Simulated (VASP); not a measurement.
A run of VASP 6.6.1 is set up as follows.

INCAR

```
SYSTEM = Ag3Os
PREC = Accurate ; ENCUT = 520
EDIFF = 1E-6 ; ISMEAR = 0
SIGMA = 0.2 ; LREAL = .FALSE.
LASPH = .TRUE. ; NELM = 60
ALGO = Normal ; ISIF = 2
LWAVE = .FALSE. ; LCHARG = .FALSE.
GGA = PE ; NBANDS = 28
```

File KPOINTS:

```
regular mesh
0
G
  6 6 3
  0 0 0
```

Contents of POSCAR:

```
Ag3Os
1.0
    2.7498398142      0.0000000000      0.0000000000
   -1.3749199071      2.3814311354      0.0000000000
    0.0000000000      0.0000000000     10.6772254981
Ag Os
3 1
Direct
    0.6666666667      0.3333333333      0.2598540660
    0.6666666667      0.3333333333      0.7401459340
    0.3333333333      0.6666666667      0.5000000000
    0.6666666667      0.3333333333      0.0000000000
```

Potentials or basis: VASP PAW PBE potentials, release 64 (Ag, Os).

Command:

```sh
$ cat potpaw_PBE.64/Ag/POTCAR potpaw_PBE.64/Os/POTCAR > POTCAR
$ mpirun -np 1 vasp_std > vasp.out
```

**Question.** Predict the pressure.

**Answer.** -0.5 GPa.

**Question.** Estimate the band gap on the k mesh.

**Answer.** Zero (an odd number of electrons rules out a gap without spin polarisation).

**Question.** What does it give for the largest force?

**Answer.** 0.012 eV/Å.

Stress tensor (GPa, compression positive):
```
-0.63  0.00  0.00
 0.00 -0.63  0.00
 0.00  0.00 -0.18
```

Caveat: the k points lie up to 0.44 Å⁻¹ apart, too coarse for converged energies and pressures of a metal; spin-orbit coupling is left out, which moves the levels of the heavy elements.
